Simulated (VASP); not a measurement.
NaH:

```xyz
2
Lattice="0.0000 2.3975 2.3975 2.3975 0.0000 2.3975 2.3975 2.3975 0.0000" Properties=species:S:1:pos:R:3 pbc="T T T"
Na    0.0000    0.0000    0.0000
H     2.3975    2.3975    2.3975
```

Base run:

* Program: VASP 6.6.1
* Functional: PBE
* Potentials or basis: VASP PAW PBE potentials, release 64 (Na_pv, H)
* Cutoff: 520 eV
* k mesh: 6 × 6 × 6
* Occupations: gaussian, width 0.01 eV
* Spin: no spin polarisation

Its results: band gap on the k mesh 3.85 eV, indirect (least direct gap 4.67 eV); pressure 0.5 GPa.

**Question.** The run is repeated on the same cell with these changes: functional from PBE to HSE06. What comes out?

**Answer.** Band gap on the k mesh 4.89 eV, indirect (least direct gap 5.81 eV); pressure 0.2 GPa.

HSE06 gives the wider gap, since exact exchange removes part of the self-interaction.

Caveats: the PAW data sets were made with another functional, which shifts forces and pressure a little (some runs).

A k mesh can miss the band edges.
